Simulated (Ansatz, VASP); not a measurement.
# Two plane-wave programs on Mo

File INCAR:

```
ALGO     = Fast           # electronic algorithm
EDIFF    = 1E-7           # SCF threshold, eV
ENCUT    = 520            # plane-wave cutoff, eV
GGA      = PE             # functional
ISIF     = 2              # what is computed and relaxed
ISMEAR   = 0              # smearing method
LASPH    = True           # aspherical terms in the spheres
LCHARG   = True           # write CHGCAR
LELF     = True           # ELF
LREAL    = False          # projectors in reciprocal space
LVHAR    = True         
LWAVE    = False          # write WAVECAR
NBANDS   = 13             # bands
NELM     = 100            # most SCF steps
PREC     = Accurate       # precision mode
SIGMA    = 0.15           # smearing width, eV
```

Contents of KPOINTS:

```
k-points
0
Gamma
  20 20 20
```

File POSCAR:

```
Mo
1.0
   -0.1100565412      2.0010280217      1.8509509201
    1.8909714805      0.0000000000      1.7408943789
    2.0010280217      2.0010280217     -0.1100565412
Mo
1
Direct
    0.0000000000      0.0000000000      0.0000000000
```

Input for Ansatz:

```yaml
crystal:
  lattice:
    - [-0.1100565412, 2.0010280217, 1.8509509201]
    - [1.8909714805, 0.0, 1.7408943789]
    - [2.0010280217, 2.0010280217, -0.1100565412]
  atoms:
    - { symbol: Mo, position: [0.0, 0.0, 0.0] }
basis:
  ecutwfc: 420
kpoints:
  mp_grid: { grid: [20, 20, 20] }
hamiltonian:
  xc: pbe
scf:
  occupations: { method: gaussian, width: 0.15 }
output:
  forces: true
  stress: true
  eigenvalues: true
```

Change from the starting cell: engineering shear strain xz -0.1100, normal strain along z -0.0750.

Alike in both runs: task single point; functional PBE; k mesh 20 × 20 × 20; occupations gaussian, width 0.15 eV; no spin polarisation.

|  | VASP | Ansatz |
| --- | --- | --- |
| version | VASP 6.6.1 | Ansatz 0.2.0 |
| potentials or method | VASP PAW PBE potentials, release 64 (Mo_sv), cutoff 520 eV | scalar-relativistic, plane waves, PAW |
| valence electrons in the cell | 14 | 14 |

|  | VASP | Ansatz | Ansatz less VASP |
| --- | --- | --- | --- |
| gap on the k mesh at the Fermi level (eV) | none | none | - |
| pressure (GPa) | 26.0 | 25.3 | -0.69 |
| traceless stress, the component that is largest in VASP (GPa) | -10.38 | -10.41 | -0.026 |

A gap of «none» marks a metal or a gap that the smearing closes.
